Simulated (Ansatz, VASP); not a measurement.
This is a calculation of Be for VASP 6.6.1.

File INCAR:

```
SYSTEM = Be
ALGO = Normal
EDIFF = 1E-6
ENCUT = 520
GGA = PE
ISIF = 2
ISMEAR = -1
LASPH = .True.
LCHARG = .False.
LREAL = .False.
LWAVE = .False.
NBANDS = 7
NELM = 60
PREC = Accurate
SIGMA = 0.05
```

KPOINTS

```
k-points
0
Gamma
  15 15 15
  0 0 0
```

File POSCAR:

```
Be
1.0
   -1.2361848083      1.2361848083      1.2361848083
    1.2361848083     -1.2361848083      1.2361848083
    1.2361848083      1.2361848083     -1.2361848083
Be
1
Direct
    0.0000000000      0.0000000000      0.0000000000
```

Potentials or basis: VASP PAW PBE potentials, release 64 (Be).

Command:

```sh
$ cat potpaw_PBE.64/Be/POTCAR > POTCAR
$ mpirun -np 1 vasp_std > vasp.out
```

Translate it to Ansatz 0.2.0. Potentials there: all-electron LAPW, scalar-relativistic.

As run (the cutoff follows the program's own potentials):

input.yaml

```yaml
crystal:
  lattice:
    - [-1.2361848083, 1.2361848083, 1.2361848083]
    - [1.2361848083, -1.2361848083, 1.2361848083]
    - [1.2361848083, 1.2361848083, -1.2361848083]
  atoms:
    - { symbol: Be, position: [0.0, 0.0, 0.0] }
kpoints:
  mp_grid: { grid: [15, 15, 15] }
scf:
  occupations: { method: fermi_dirac, width: 0.05 }
hamiltonian:
  xc: pbe
  pseudopotentials: { kind: all_electron, lapw: { basis_error: 0.0005 } }
output:
  forces: true
  stress: true
  eigenvalues: true
```

Potentials or basis: all-electron LAPW, scalar-relativistic.

Run with:

```bash
$ ansatz run input.yaml --threads 1 --pin off --max-ram 2560MiB --backend cpu --events-out ev --progress --plain --runs-dir out
```

Both were run:

|  | VASP | Ansatz | Ansatz less VASP |
| --- | --- | --- | --- |
| gap on the k mesh at the Fermi level (eV) | none | none | - |
| pressure (GPa) | 4.6 | 4.4 | -0.21 |

A gap of «none» marks a metal or a gap that the smearing closes. Ansatz ran all-electron here, and VASP with PAW potentials.
